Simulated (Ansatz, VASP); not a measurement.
## Y2TaN3: VASP beside Ansatz

```
Y Ta N
1.0
     5.98697    0.00000    0.00000
    -2.99348    5.18486    0.00000
     0.00000    0.00000    3.12978
Y Ta N
2 1 3
Cartesian
  0.0000 3.4566 0.0000
  2.9935 1.7283 0.0000
  0.0000 0.0000 0.0000
  2.9935 0.0000 1.5649
  1.4967 2.5924 1.5649
  -1.4967 2.5924 1.5649
```

Change from the starting cell: species swapped into the PrAl2Ni3 type (P6/mmm, No. 191).

Alike in both runs: functional PBE; k mesh 6 × 6 × 4; occupations gaussian, width 0.1 eV; no spin polarisation.

Ansatz relaxed the structure, and its values are those at the end. VASP's run is a single point on that final structure, the one shown.

|  | VASP | Ansatz |
| --- | --- | --- |
| version | VASP 6.6.1 | Ansatz 0.2.0 |
| potentials or method | VASP PAW PBE potentials, release 64 (Y_sv, Ta_pv, N), cutoff 520 eV | scalar-relativistic, plane waves, PAW |
| valence electrons in the cell | 48 | 50 |

Ansatz gave:

```
gap on the k mesh at the Fermi level (eV) : none
pressure (GPa)                            : 0.0
```

Problem. What did VASP give for the same quantities?

Solution. gap on the k mesh at the Fermi level (eV): none; pressure (GPa): -0.2.

A gap of «none» marks a metal or a gap that the smearing closes. VASP's potentials hold 48 valence electrons a cell and Ansatz's 50, so a difference there can come from the potentials and not from the codes.

The k mesh is coarse, so the values compare programs but aren't converged. Spin-orbit coupling is off throughout.
